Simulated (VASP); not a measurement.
Input of a VASP 6.6.1 run:

Contents of INCAR:

```
PREC = Accurate ; ENCUT = 520
EDIFF = 1E-6 ; ISMEAR = 0
SIGMA = 0.1 ; LREAL = False
LASPH = True ; NELM = 60
ALGO = Fast ; ISIF = 2
LWAVE = False ; LCHARG = False
GGA = PE ; NBANDS = 39
```

File KPOINTS:

```
regular mesh
0
Gamma
  10 10 10
```

File POSCAR:

```
PdPt2
1.0
    0.0000000000      3.6938307388      3.6938307388
    3.6938307388      0.0000000000      3.6938307388
    3.6938307388      3.6938307388      0.0000000000
Pd Pt
2 4
Direct
    0.0000000000      0.0000000000      0.0000000000
    0.2500000000      0.2500000000      0.2500000000
    0.1250000000      0.6250000000      0.6250000000
    0.6250000000      0.6250000000      0.6250000000
    0.6250000000      0.6250000000      0.1250000000
    0.6250000000      0.1250000000      0.6250000000
```

Potentials or basis: VASP PAW PBE potentials, release 64 (Pd, Pt).

The run is started by

```console
$ cat potpaw_PBE.64/Pd/POTCAR potpaw_PBE.64/Pt/POTCAR > POTCAR
$ mpirun -np 1 vasp_std > vasp.out
```

Problem. What does it give for the band gap on the k mesh?

Solution. Zero (band 30 reaches 10.20 eV, above the bottom of band 31 at 8.56 eV).

Problem. What does it give for the pressure?

Solution. -0.4 GPa.

Caveat: spin-orbit coupling is left out, which moves the levels of the heavy elements.
